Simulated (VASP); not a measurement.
Set up this calculation in VASP 6.6.1, as the native input.

* Task: single point
* Functional: PBEsol
* Dispersion: D3(BJ)
* Potentials or basis: VASP PAW PBE potentials, release 64 (Ga_d, P)
* Cutoff: 520 eV
* k mesh: 8 × 8 × 8
* Occupations: gaussian, width 0.05 eV
* Spin: no spin polarisation
* Dipole correction: no
* Further INCAR settings: ALGO = Normal; EDIFF = 1e-06; NBANDS = 16

The structure of GaP lies in POSCAR:

```
GaP
1.0
    0.0000000000      2.6591950026      2.6591950026
    2.6591950026      0.0000000000      2.6591950026
    2.6591950026      2.6591950026      0.0000000000
Ga P
1 1
Direct
    0.0000000000      0.0000000000      0.0000000000
    0.7500000000      0.7500000000      0.7500000000
```

This cell differs from its parent crystal: volume scaled by 0.96.

The input as run:

INCAR

```
ALGO     = Normal         # electronic algorithm
EDIFF    = 1E-6           # SCF threshold, eV
ENCUT    = 520            # plane-wave cutoff, eV
GGA      = PS             # functional
ISIF     = 2              # what is computed and relaxed
ISMEAR   = 0              # smearing method
IVDW     = 12             # dispersion correction
LASPH    = True           # aspherical terms in the spheres
LCHARG   = False          # write CHGCAR
LREAL    = False          # projectors in reciprocal space
LWAVE    = False          # write WAVECAR
NBANDS   = 16             # bands
NELM     = 100            # most SCF steps
PREC     = Accurate       # precision mode
SIGMA    = 0.05           # smearing width, eV
```

KPOINTS

```
k-points
0
Gamma
  8 8 8
```

Potentials or basis: VASP PAW PBE potentials, release 64 (Ga_d, P).

Launch:

```bash
$ cat potpaw_PBE.64/Ga_d/POTCAR potpaw_PBE.64/P/POTCAR > POTCAR
$ mpirun -np 1 vasp_std > vasp.out
```

It gave:

- Pressure: 3.9 GPa
- Band gap on the k mesh: 1.35 eV, indirect (least direct gap 2.36 eV)
- Dispersion energy per atom: -0.303 eV

Caveat: the PAW data sets were made with another functional, which shifts forces and pressure a little.

Wall time 18 s on 1 thread of Intel Xeon 8259CL (shared host), peak memory 0.17 GiB.
